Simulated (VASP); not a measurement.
PbS, 4 atoms in the cell. The structure is orthorhombic, space group Cmcm (No. 63). The conventional cell has a = 4.241 Å, b = 12.218 Å, c = 4.363 Å, α = 90.00°, β = 90.00°, γ = 90.00°. Within 3.6 Å of Pb (site symmetry m2m) lie 5 S at 2.74 to 3.05 Å. Within 3.6 Å of S (site symmetry m2m) lie 5 Pb at 2.74 to 3.05 Å.  This cell differs from its parent crystal: volume scaled by 1.06.

- Program: VASP 6.6.1
- Task: single point
- Functional: LDA
- Potentials or basis: VASP PAW LDA potentials, release 64 (Pb_d, S)
- Cutoff: 520 eV
- k mesh: 7 × 7 × 6
- Occupations: fermi-dirac, width 0.05 eV
- Spin: no spin polarisation
- Dipole correction: no
- Further INCAR settings: ALGO = Normal; EDIFF = 1e-06; NBANDS = 28

Potentials or basis: VASP PAW LDA potentials, release 64 (Pb_d, S).

Run with:

```console
$ cat potpaw_LDA.64/Pb_d/POTCAR potpaw_LDA.64/S/POTCAR > POTCAR
$ mpirun -np 1 vasp_std > vasp.out
```

Hardware: 1 thread of Intel(R) Xeon(R) Platinum 8375C CPU @ 2.90GHz (Ice Lake) (shared host).

Estimate the wall time of this run.

It took 2.3 min on 1 thread of Intel(R) Xeon(R) Platinum 8375C CPU @ 2.90GHz (Ice Lake) (shared host), peak memory 0.32 GiB. Counts: scf iterations 13, k points 64.
